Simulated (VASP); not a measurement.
Write the native input for VASP 6.6.1 that does the following.

```
Task                   : single point
Functional             : PBE
Potentials or basis    : VASP PAW PBE potentials, release 64 (Hg, Te)
Cutoff                 : 520 eV
k mesh                 : 10 × 10 × 6
Occupations            : fermi-dirac, width 0.05 eV
Spin                   : no spin polarisation
Dipole correction      : no
Further INCAR settings : ALGO = Normal; EDIFF = 1e-06; NBANDS = 26
```

The structure of HgTe (NiAs type) lies in POSCAR:

```
HgTe
1.0
    2.8831880752      0.0000000000      0.0000000000
   -1.4415940376      2.4969141170      0.0000000000
    0.0000000000      0.0000000000      9.3596909437
Hg Te
2 2
Direct
    0.0000000000      0.0000000000      0.0000000000
    0.0000000000      0.0000000000      0.5000000000
    0.3333333333      0.6666666667      0.2500000000
    0.6666666667      0.3333333333      0.7500000000
```

One way to write it, as run:

INCAR

```
SYSTEM = HgTe
  PREC = Accurate
  ENCUT = 520
  EDIFF = 1E-6
  ISMEAR = -1
  SIGMA = 0.05
  LREAL = .False.
  LASPH = .True.
  NELM = 100
  ALGO = Normal
  ISIF = 2
  LWAVE = .False.
  LCHARG = .False.
  GGA = PE
  NBANDS = 26
```

KPOINTS

```
regular mesh
0
Gamma
  10 10 6
  0 0 0
```

Potentials or basis: VASP PAW PBE potentials, release 64 (Hg, Te).

Run with:

```sh
$ cat potpaw_PBE.64/Hg/POTCAR potpaw_PBE.64/Te/POTCAR > POTCAR
$ mpirun -np 1 vasp_std > vasp.out
```

Results of the run:

| Item | Value |
| --- | --- |
| Pressure | 79.5 GPa |
| Band gap on the k mesh | zero (bands 18 and 19 overlap by 7.20 eV) |

Caveat: the cell stands under pressure; spin-orbit coupling is left out, which moves the levels of the heavy elements.

Run time: 2.4 min on 1 thread of Intel Xeon 8259CL, on a shared host, peak memory 0.25 GiB.
